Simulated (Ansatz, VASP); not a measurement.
## Tl: VASP beside Ansatz

```
Tl
1.0
     3.31776    0.00000    0.00000
    -1.65888    2.87326    0.00000
     0.00000    0.00000    5.30400
Tl
2
Direct
  0.33333 0.66667 0.25000
  0.66667 0.33333 0.75000
```

Change from the starting cell: strain -0.040 along x and y, -0.040 along z, atoms carried along.

Alike in both runs: task single point; functional PBE; k mesh 18 × 18 × 10; occupations gaussian, width 0.15 eV; no spin polarisation.

|  | VASP | Ansatz |
| --- | --- | --- |
| version | VASP 6.6.1 | Ansatz 0.2.0 |
| potentials or method | VASP PAW PBE potentials, release 64 (Tl_d), cutoff 520 eV | scalar-relativistic, plane waves, PAW |
| valence electrons in the cell | 26 | 26 |

```csv
,VASP,Ansatz,Ansatz less VASP
gap on the k mesh at the Fermi level (eV),none,none,-
pressure (GPa),10.3,10.4,+0.06
"traceless stress, the component that is largest in VASP (GPa)",0.38,0.39,+0.005
```

A gap of «none» marks a metal or a gap that the smearing closes. The functional is the same, so the differences come from potentials, cutoffs and numerics.

Spin-orbit coupling is off throughout.
